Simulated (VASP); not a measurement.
# F (C2/m) in VASP: notebook

Runs on F. Level: PBEsol. Tasks: single point.

Everything below comes from runs of VASP 6.6.1. Logs are shortened: lines on timing, memory, paths and dates and some standing lists are left out, and cuts for length are marked.

### 1 The cell of the first run

The structure is monoclinic, space group C2/m (No. 12). Conventional cell: a = 6.202 Å, b = 3.611 Å, c = 7.590 Å, α = 90.00°, β = 112.18°, γ = 90.00°. Within 1.9 Å of F (site symmetry m) lie 1 F at 1.42 Å. F (site symmetry m) has 1 F at 1.42 Å within 1.9 Å.

### 2 Single point, PBEsol (19.68 Å³/atom)

INCAR

```
ALGO = Normal
EDIFF = 1E-6
ENCUT = 1350
GGA = PS
GGA_COMPAT = F
ISIF = 2
ISMEAR = 0
LASPH = T
LCHARG = F
LREAL = F
LWAVE = F
NBANDS = 22
NELM = 120
PREC = Accurate
SIGMA = 0.05
```

KPOINTS

```
k-points
0
Gamma
  4 4 2
```

POSCAR

```
F
1.0
    3.0918744823     -1.8057171343     -0.2384720332
    3.0918744823      1.8057171343     -0.2384720332
   -2.3162597996      0.0000000000      7.2278425575
F
4
Direct
    0.0848459664      0.0848459664      0.0940038325
    0.9151540336      0.9151540336      0.9059961675
    0.5015719855      0.5015719855      0.5937195244
    0.4984280145      0.4984280145      0.4062804756
```

Potentials or basis: VASP PAW PBE potentials, release 64 (F_h).

On the command line:

```bash
> cat potpaw_PBE.64/F_h/POTCAR > POTCAR
> mpirun -np 1 vasp_std > vasp.out
```

OUTCAR:

```text
EDIFF = 1E-6
   ENCUT = 1350
   GGA = PS
   ISIF = 2
   ISMEAR = 0
   LASPH = T
   LREAL = F
   NELM = 120
   PREC = Accurate

 ion  position               nearest neighbor table
   1  0.085  0.085  0.094-   2 1.42
   2  0.915  0.915  0.906-   1 1.42
   3  0.502  0.502  0.594-   4 1.42
   4  0.498  0.498  0.406-   3 1.42

  LATTYP: Found a base centered monoclinic cell.
 ALAT       =     6.2021147119
 B/A-ratio  =     0.5822907889
 C/A-ratio  =     1.2237619863
 COS(beta)  =    -0.3775041882

  Lattice vectors:

 A1 = (   3.0918744823,  -1.8057171343,  -0.2384720332)
 A2 = (   3.0918744823,   1.8057171343,  -0.2384720332)
 A3 = (  -2.3162597996,   0.0000000000,   7.2278425575)

Analysis of symmetry for initial positions (statically):
=====================================================================
 Subroutine PRICEL returns:
 Original cell was already a primitive cell.

 Routine SETGRP: Setting up the symmetry group for a
 base centered monoclinic supercell.

 Subroutine GETGRP returns: Found  4 space group operations
 (whereof  4 operations were pure point group operations)
 out of a pool of  4 trial point group operations.

The static configuration has the point symmetry C_2h.

Analysis of symmetry for dynamics (positions and initial velocities):
=====================================================================
 Subroutine PRICEL returns:
 Original cell was already a primitive cell.

 Routine SETGRP: Setting up the symmetry group for a
 base centered monoclinic supercell.

 Subroutine GETGRP returns: Found  4 space group operations
 (whereof  4 operations were pure point group operations)
 out of a pool of  4 trial point group operations.

The dynamic configuration has the point symmetry C_2h.

 Subroutine INISYM returns: Found  4 space group operations
 (whereof  4 operations are pure point group operations),
 and found     1 'primitive' translations

----------------------------------------------------------------------------------------

                                     Primitive cell

  volume of cell :      78.7120

  direct lattice vectors                    reciprocal lattice vectors
     3.091874482 -1.805717134 -0.238472033     0.165812572 -0.276898297  0.053136879
     3.091874482  1.805717134 -0.238472033     0.165812572  0.276898297  0.053136879
    -2.316259800  0.000000000  7.227842557     0.010941484  0.000000000  0.141860218

  length of vectors
     3.588477545  3.588477545  7.589912219     0.327093265  0.327093265  0.142281543

  position of ions in fractional coordinates (direct lattice)
     0.084845966  0.084845966  0.094003833
     0.915154034  0.915154034  0.905996167
     0.501571986  0.501571986  0.593719524
     0.498428015  0.498428015  0.406280476

  ion indices of the primitive-cell ions
   primitive index   ion index
                 1           1
                 2           2
                 3           3
                 4           4

----------------------------------------------------------------------------------------

 KPOINTS: k-points

Automatic generation of k-mesh.
 Grid dimensions read from file:
 generate k-points for:    4    4    2

 Generating k-lattice:

  Cartesian coordinates                     Fractional coordinates (reciprocal lattice)
     0.041453143 -0.069224574  0.013284220     0.250000000  0.000000000 -0.000000000
     0.041453143  0.069224574  0.013284220     0.000000000  0.250000000 -0.000000000
     0.005470742  0.000000000  0.070930109     0.000000000  0.000000000  0.500000000

  Length of vectors
     0.081773316  0.081773316  0.071140771

  Shift w.r.t. Gamma in fractional coordinates (k-lattice)
     0.000000000  0.000000000  0.000000000

 Subroutine IBZKPT returns following result:
 ===========================================

 Found     14 irreducible k-points:

 Following reciprocal coordinates:
            Coordinates               Weight
  0.000000  0.000000  0.000000      1.000000
  0.250000  0.000000 -0.000000      4.000000
  0.500000  0.000000 -0.000000      2.000000
  0.250000  0.250000 -0.000000      2.000000
  0.500000  0.250000  0.000000      4.000000
 -0.250000  0.250000  0.000000      2.000000
  0.500000  0.500000 -0.000000      1.000000
  0.000000  0.000000  0.500000      1.000000
  0.250000  0.000000  0.500000      4.000000
  0.500000  0.000000  0.500000      2.000000
  0.250000  0.250000  0.500000      2.000000
  0.500000  0.250000  0.500000      4.000000
 -0.250000  0.250000  0.500000      2.000000
  0.500000  0.500000  0.500000      1.000000
   k-points           NKPTS =     14   k-points in BZ     NKDIM =     14   number of bands    NBANDS=     22
   number of dos      NEDOS =    301   number of ions     NIONS =      4
   total plane-waves  NPLWV = 221184
   dimension x,y,z NGX =    48 NGY =   48 NGZ =   96
   dimension x,y,z NGXF=    96 NGYF=   96 NGZF=  192
   ions per type =               4
   NGX,Y,Z   is equivalent  to a cutoff of  22.24, 22.24, 21.03 a.u.
   NGXF,Y,Z  is equivalent  to a cutoff of  44.47, 44.47, 42.05 a.u.
 SYSTEM =  unknown system
   PREC   = accura    normal or accurate (medium, high low for compatibility)
   ISTART =      0    job   : 0-new  1-cont  2-samecut
   ICHARG =      2    charge: 1-file 2-atom 10-const
   ISPIN  =      1    spin polarized calculation?
   LNONCOLLINEAR =      F non collinear calculations
   LSORBIT =      F    spin-orbit coupling
   LASPH  =      T    aspherical Exc in radial PAW
   ENCUT  = 1350.0 eV  99.22 Ry    9.96 a.u.  10.75 10.75 22.74*2*pi/ulx,y,z
   NELM   =    120;   NELMIN=  2; NELMDL= -5     # of ELM steps
   EDIFF  = 0.1E-05   stopping-criterion for ELM
   LREAL  =      F    real-space projection
   EDIFFG = 0.1E-04   stopping-criterion for IOM
   NSW    =      0    number of steps for IOM
   IBRION =     -1    ionic relax: 0-MD 1-quasi-New 2-CG
   NFREE  =      0    steps in history (QN), initial steepest desc. (CG)
   ISIF   =      2    stress and relaxation
   ISYM   =      2    0-nonsym 1-usesym 2-fastsym
   POTIM  = 0.5000    time-step for ionic-motion
   TEBEG  =    0.0;   TEEND  =   0.0 temperature during run
   PSTRESS=    0.0 pullay stress
   NELECT =      28.0000    total number of electrons
   NUPDOWN=      -1.0000    fix difference up-down
   EMIN   =  10.00;   EMAX   =-10.00  energy-range for DOS
   EFERMI =   0.00;   METHOD = LEGACY
   ISMEAR =     0;   SIGMA  =   0.05  broadening in eV -4-tet -1-fermi 0-gaus
   EFERMI_NEDOS =   21; number of points for ismear=-14 and -15
   IALGO  =     38    algorithm
   IMIX   =      4    mixing-type and parameters
     AMIX     =   0.40;   BMIX     =  1.00
     AMIX_MAG =   1.60;   BMIX_MAG =  1.00
  volume/ion in A,a.u.               =      19.68       132.79
  Fermi-wavevector in a.u.,A,eV,Ry     =   1.159971  2.192028 18.307089  1.345533
  Thomas-Fermi vector in A             =   2.296558
   LORBIT       =      0    0 simple, 1 ext, 2 COOP (PROOUT), +10 PAW based schemes
   GGA     = PS    functional components
   LHFCALC =     F    Hartree Fock is set to
   AEXX    =    0.0000 exact exchange contribution
   IVDW    =     0    specifies the selected vdW correction
   LEPSILON=     F    determine dielectric tensor
   LRPA    =     F    only Hartree local field effects (RPA)
 non-spin polarized calculation
 Gauss-broadening in eV      SIGMA  =   0.05
  energy-cutoff  :     1350.00
  volume of cell :       78.71
 maximum number of plane-waves:      8893
 NGX is ok and might be reduce to    48
   NGX = 21   NGY = 21   NGZ = 45

 number of electron      28.0000002 magnetization

 Free energy of the ion-electron system (eV)
  ---------------------------------------------------
  ext. energy  EPLUGINS =         0.00000000
  ---------------------------------------------------
  free energy    TOTEN  =        -7.95571199 eV

  energy without entropy =       -7.95571199  energy(sigma->0) =       -7.95571199

 E-fermi :  -5.2342     XC(G=0):  -6.6681

 val. band max:       -5.4898798453   @ k =   0.5000   0.5000  -0.0000
 cond. band min:      -2.5768687079   @ k =   0.0000   0.0000   0.0000
 fundamental gap:      2.9130111374
 Fermi energy:        -5.2341551663

 k-point     1 :       0.0000    0.0000    0.0000
  band No.  band energies     occupation
      1     -30.2750      2.00000
      2     -30.1191      2.00000
      3     -24.0136      2.00000
      4     -23.7729      2.00000
      5     -12.0248      2.00000
      6     -11.4700      2.00000
[... 14 lines left out ...]
     21      13.6167      0.00000
     22      14.6526      0.00000

 k-point     2 :       0.2500    0.0000   -0.0000
  band No.  band energies     occupation
      1     -30.2553      2.00000
      2     -30.1080      2.00000
      3     -23.9758      2.00000
      4     -23.7951      2.00000
      5     -11.9437      2.00000
      6     -11.5438      2.00000
[... 14 lines left out ...]
     21      11.5238      0.00000
     22      13.0772      0.00000

 k-point     3 :       0.5000    0.0000   -0.0000
  band No.  band energies     occupation
      1     -30.2354      2.00000
      2     -30.0971      2.00000
      3     -23.9221      2.00000
      4     -23.8330      2.00000
      5     -11.7877      2.00000
      6     -11.6917      2.00000
[... 14 lines left out ...]
     21      10.3248      0.00000
     22      10.5657      0.00000

 k-point     4 :       0.2500    0.2500   -0.0000
  band No.  band energies     occupation
      1     -30.2495      2.00000
      2     -30.1090      2.00000
      3     -23.9502      2.00000
      4     -23.8306      2.00000
      5     -11.8734      2.00000
      6     -11.6382      2.00000
[... 14 lines left out ...]
     21      11.5162      0.00000
     22      12.3979      0.00000

 k-point     5 :       0.5000    0.2500    0.0000
  band No.  band energies     occupation
      1     -30.2331      2.00000
      2     -30.0942      2.00000
      3     -23.9320      2.00000
      4     -23.8327      2.00000
      5     -11.8079      2.00000
      6     -11.6773      2.00000
[... 14 lines left out ...]
     21      10.2620      0.00000
     22      11.2914      0.00000

 k-point     6 :      -0.2500    0.2500    0.0000
  band No.  band energies     occupation
      1     -30.2389      2.00000
      2     -30.0932      2.00000
      3     -23.9608      2.00000
      4     -23.7940      2.00000
      5     -11.9048      2.00000
      6     -11.5571      2.00000
[... 14 lines left out ...]
     21       9.7226      0.00000
     22      11.2411      0.00000

 k-point     7 :       0.5000    0.5000   -0.0000
  band No.  band energies     occupation
      1     -30.2309      2.00000
      2     -30.0911      2.00000
      3     -23.9419      2.00000
      4     -23.8326      2.00000
      5     -11.8286      2.00000
      6     -11.6610      2.00000
[... 14 lines left out ...]
     21      11.1137      0.00000
     22      12.1019      0.00000

 k-point     8 :       0.0000    0.0000    0.5000
  band No.  band energies     occupation
      1     -30.2664      2.00000
      2     -30.1285      2.00000
      3     -23.9382      2.00000
      4     -23.8496      2.00000
      5     -11.8063      2.00000
      6     -11.7084      2.00000
[... 14 lines left out ...]
     21      14.7461      0.00000
     22      14.8064      0.00000

 k-point     9 :       0.2500    0.0000    0.5000
  band No.  band energies     occupation
      1     -30.2527      2.00000
      2     -30.1108      2.00000
      3     -23.9527      2.00000
      4     -23.8186      2.00000
      5     -11.8702      2.00000
      6     -11.6172      2.00000
[... 14 lines left out ...]
     21      10.9121      0.00000
     22      11.7835      0.00000

 k-point    10 :       0.5000    0.0000    0.5000
  band No.  band energies     occupation
      1     -30.2389      2.00000
      2     -30.0932      2.00000
      3     -23.9607      2.00000
      4     -23.7941      2.00000
      5     -11.8996      2.00000
      6     -11.5574      2.00000
[... 14 lines left out ...]
     21      10.1270      0.00000
     22      11.6889      0.00000

 k-point    11 :       0.2500    0.2500    0.5000
  band No.  band energies     occupation
      1     -30.2520      2.00000
      2     -30.1063      2.00000
      3     -23.9746      2.00000
      4     -23.8060      2.00000
      5     -11.9280      2.00000
      6     -11.5705      2.00000
[... 14 lines left out ...]
     21      11.5284      0.00000
     22      11.5822      0.00000

 k-point    12 :       0.5000    0.2500    0.5000
  band No.  band energies     occupation
      1     -30.2346      2.00000
      2     -30.0926      2.00000
      3     -23.9494      2.00000
      4     -23.8152      2.00000
      5     -11.8723      2.00000
      6     -11.6139      2.00000
[... 14 lines left out ...]
     21       9.5343      0.00000
     22      11.2861      0.00000

 k-point    13 :      -0.2500    0.2500    0.5000
  band No.  band energies     occupation
      1     -30.2354      2.00000
      2     -30.0971      2.00000
      3     -23.9221      2.00000
      4     -23.8330      2.00000
      5     -11.7842      2.00000
      6     -11.6901      2.00000
[... 14 lines left out ...]
     21      10.7193      0.00000
     22      10.7341      0.00000

 k-point    14 :       0.5000    0.5000    0.5000
  band No.  band energies     occupation
      1     -30.2301      2.00000
      2     -30.0920      2.00000
      3     -23.9317      2.00000
      4     -23.8426      2.00000
      5     -11.8057      2.00000
      6     -11.7122      2.00000
[... 14 lines left out ...]
     21       9.3155      0.00000
     22       9.4725      0.00000

------------------------ aborting loop because EDIFF is reached ----------------------------------------

  FORCE on cell =-STRESS in cart. coord.  units (eV):
  Direction    XX          YY          ZZ          XY          YZ          ZX
  --------------------------------------------------------------------------------------
  -------------------------------------------------------------------------------------
  Total       -0.4568879     -0.2526166     -1.5603417      0.0000000      0.0000000     -0.0893775
  in kB       -9.2999214     -5.1419933    -31.7606472      0.0000000      0.0000000     -1.8192718
  external PRESSURE =     -15.4008540 kB  Pullay stress =       0.0000000 kB

 VOLUME and BASIS-vectors are now :
 -----------------------------------------------------------------------------
  energy-cutoff  :     1350.00
  volume of cell :       78.71
      direct lattice vectors                 reciprocal lattice vectors
     3.091874482 -1.805717134 -0.238472033     0.165812572 -0.276898297  0.053136879
     3.091874482  1.805717134 -0.238472033     0.165812572  0.276898297  0.053136879
    -2.316259800  0.000000000  7.227842557     0.010941484  0.000000000  0.141860218

 POSITION                                       TOTAL-FORCE (eV/Angst)
 -----------------------------------------------------------------------------------
      0.30693      0.00000      0.63898        -0.230624      0.000000     -0.474587
      3.56056      0.00000      6.11192         0.230624      0.000000      0.474587
      1.72639      0.00000      4.05209         0.159310      0.000000     -0.515172
      2.14110      0.00000      2.69881        -0.159310      0.000000      0.515172
 -----------------------------------------------------------------------------------
    total drift:                                0.000000     -0.000000     -0.000000

  FREE ENERGIE OF THE ION-ELECTRON SYSTEM (eV)
  ---------------------------------------------------
  free  energy   TOTEN  =        -7.9557119916 eV

  energy  without entropy=       -7.9557119916  energy(sigma->0) =       -7.95571199
```

Run time: 79 s. Hardware: 1 thread of Intel Xeon Platinum 8259CL at 2.50GHz (Skylake/Cascade Lake), shared host; peak memory 0.5 GiB.

What came out:

* Free energy: -7.9557 eV
* Pressure: -1.5 GPa
* Largest force: 0.539 eV/Å
* Band gap on the k mesh: 2.91 eV (least direct gap 2.99 eV)

Forces in eV/Å, atoms in the order of the input:
```
F   -0.231  0.000 -0.475
F    0.231  0.000  0.475
F    0.159  0.000 -0.515
F   -0.159  0.000  0.515
```

Stress tensor (GPa, compression positive):
```
-0.93  0.00 -0.18
 0.00 -0.51  0.00
-0.18  0.00 -3.18
```

Caveat: the k points lie up to 0.51 Å⁻¹ apart; this functional lacks dispersion, which holds the molecules together, so the pressure and a relaxed volume are unreliable; the PAW data sets were made with another functional, which shifts forces and pressure a little.

### 3 Single point, PBEsol (19.68 Å³/atom)

INCAR

```
PREC = Accurate
ENCUT = 1350
EDIFF = 1E-6
ISMEAR = 0
SIGMA = 0.05
LREAL = False
LASPH = True
NELM = 120
ALGO = Normal
ISIF = 2
LWAVE = False
LCHARG = False
GGA = PS
NBANDS = 22
GGA_COMPAT = False
```

KPOINTS

```
Automatic mesh
0
Gamma
  4 4 2
```

POSCAR

```
F
1.0
    3.1587493156     -1.7865001875     -0.2436299973
    3.1587493156      1.7865001875     -0.2436299973
   -2.3838007709      0.0000000000      7.1580324205
F
4
Direct
    0.0848459664      0.0848459664      0.0940038325
    0.9151540336      0.9151540336      0.9059961675
    0.5015719855      0.5015719855      0.5937195244
    0.4984280145      0.4984280145      0.4062804756
```

Potentials or basis: VASP PAW PBE potentials, release 64 (F_h).

On the command line:

```bash
> cat potpaw_PBE.64/F_h/POTCAR > POTCAR
> mpirun -np 1 vasp_std > vasp.out
```

It took 84 s on 1 thread of Intel Xeon Platinum 8259CL at 2.50GHz (Skylake/Cascade Lake), shared host; peak memory 0.47 GiB.

The run converged. Its results:

```
Free energy            : -7.9629 eV
Pressure               : -0.9 GPa
Largest force          : 0.232 eV/Å
Band gap on the k mesh : 3.03 eV (least direct gap 3.11 eV)
```

Forces in eV/Å, atoms in the order of the input:
```
F   -0.099  0.000 -0.202
F    0.099  0.000  0.202
F    0.073  0.000 -0.221
F   -0.073  0.000  0.221
```

Stress tensor (GPa, compression positive):
```
-0.70  0.00 -0.07
 0.00 -0.51  0.00
-0.07  0.00 -1.59
```

Levels at points of the mesh, in eV from the valence-band top:
```csv
k point,band 12,band 13,band 14,band 15,band 16,band 17
"(0.00, 0.00, 0.00)",-0.17,-0.11,-0.08,3.03,3.75,8.58
"(0.50, 0.00, 0.00)",-0.28,-0.28,-0.17,3.42,3.50,12.43
"(0.50, 0.50, 0.00)",-0.26,-0.18,0.00,3.37,3.49,12.72
"(0.00, 0.00, 0.50)",-0.18,-0.16,-0.09,3.33,3.41,9.43
"(0.50, 0.00, 0.50)",-0.32,-0.19,-0.06,3.26,3.63,12.34
"(0.50, 0.50, 0.50)",-0.24,-0.17,-0.09,3.41,3.49,12.29
```

Caveat: the k points lie up to 0.52 Å⁻¹ apart; this functional lacks dispersion, which holds the molecules together, so the pressure and a relaxed volume are unreliable; the PAW data sets were made with another functional, which shifts forces and pressure a little.

(Continued in part 2 of 2.)
